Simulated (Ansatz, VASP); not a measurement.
# One calculation of Be, two programs

Contents of INCAR:

```
SYSTEM = Be
ALGO     = Normal         ! electronic algorithm
EDIFF    = 1E-7           ! SCF threshold, eV
ENCUT    = 520            ! plane-wave cutoff, eV
GGA      = PE             ! functional
ISIF     = 2              ! what is computed and relaxed
ISMEAR   = -1             ! smearing method
LASPH    = .TRUE.         ! aspherical terms in the spheres
LCHARG   = .TRUE.         ! write CHGCAR
LELF     = .TRUE.         ! ELF
LREAL    = .FALSE.        ! projectors in reciprocal space
LVHAR    = .TRUE.       
LWAVE    = .FALSE.        ! write WAVECAR
NBANDS   = 9              ! bands
NELM     = 60             ! most SCF steps
PREC     = Accurate       ! precision mode
SIGMA    = 0.1            ! smearing width, eV
```

Contents of KPOINTS:

```
k-points
0
G
  26 26 15
  0 0 0
```

POSCAR

```
Be
1.0
    2.2350528047      0.0000000000      0.0000000000
   -1.1175264024      1.9356125076      0.0000000000
    0.0000000000      0.0000000000      3.5106071950
Be
2
Direct
    0.3333333333      0.6666666667      0.2500000000
    0.6666666667      0.3333333333      0.7500000000
```

Input for Ansatz:

```yaml
crystal:
  lattice:
    - [2.2350528047, 0.0, 0.0]
    - [-1.1175264024, 1.9356125076, 0.0]
    - [0.0, 0.0, 3.510607195]
  atoms:
    - { symbol: Be, position: [0.3333333333, 0.6666666667, 0.25] }
    - { symbol: Be, position: [0.6666666667, 0.3333333333, 0.75] }
hamiltonian:
  xc: pbe
  pseudopotentials:
    kind: paw
    azcp:
      Be: "pseudopotentials/Be.paw.azcp"
basis:
  ecutwfc: 420
  fft_grid_basis: typed
kpoints:
  mp_grid: { grid: [26, 26, 15], shift: [0, 0, 0] }
magnetization:
  spin_polarized: false
scf:
  occupations: { method: fermi_dirac, width: 0.1 }
output:
  stress: true
```

Alike in both runs: task single point; functional PBE; k mesh 26 × 26 × 15; occupations fermi-dirac, width 0.1 eV; no spin polarisation.

|  | VASP | Ansatz |
| --- | --- | --- |
| version | VASP 6.6.1 | Ansatz 0.2.0 |
| potentials or method | VASP PAW PBE potentials, release 64 (Be), cutoff 520 eV | plane waves (420 eV) with PAW, scalar-relativistic |
| valence electrons in the cell | 4 | 4 |

|  | VASP | Ansatz | Ansatz less VASP |
| --- | --- | --- | --- |
| pressure (GPa) | 5.5 | 5.4 | -0.18 |
| traceless stress, the component that is largest in VASP (GPa) | 1.31 | 1.28 | -0.033 |

With one functional, cell and mesh, what is left measures potentials, basis and numerics.
